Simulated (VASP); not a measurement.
Set up this calculation in VASP 6.6.1, as the native input.

```yaml
Task: single point
Functional: PBE
Potentials_or_basis: VASP PAW PBE potentials, release 64 (Ta_sv_GW, C)
Cutoff: 600 eV
k_mesh: 6 × 6 × 6
Occupations: gaussian, width 0.1 eV
Spin: no spin polarisation
Dipole_correction: no
Second_run: valence_matched
Further_INCAR_settings: ALGO = Normal; EDIFF = 1e-06; NBANDS = 18
```

The structure of TaC2 lies in POSCAR:

```
TaC2
1.0
    3.7932748585      0.0000000026      0.0000000000
   -1.8966374315      3.2850723897      0.0000000000
    0.0000000000      0.0000000000      3.1684278113
Ta C
1 2
Direct
    0.0000000000      0.0000000000      0.5000000000
    0.3333333333      0.6666666667      0.5000000000
    0.6666666667      0.3333333333      0.5000000000
```

One way to write it, as run:

INCAR

```
SYSTEM = TaC2
ALGO = Normal
EDIFF = 1E-6
ENCUT = 600
GGA = PE
GGA_COMPAT = .False.
ISIF = 2
ISMEAR = 0
LASPH = .True.
LCHARG = .False.
LREAL = .False.
LWAVE = .False.
NBANDS = 18
NELM = 120
PREC = Accurate
SIGMA = 0.1
```

KPOINTS

```
k-points
0
Gamma
  6 6 6
  0 0 0
```

Potentials or basis: VASP PAW PBE potentials, release 64 (Ta_sv_GW, C).

Launch:

```bash
$ cat potpaw_PBE.64/Ta_sv_GW/POTCAR potpaw_PBE.64/C/POTCAR > POTCAR
$ mpirun -np 1 vasp_std > vasp.out
```

It gave:

```yaml
Pressure: -0.2 GPa
```

Wall time 24 s on 1 thread of AMD EPYC 9R45 96-Core Processor (Zen 5), with other jobs on the host, peak memory 0.15 GiB.
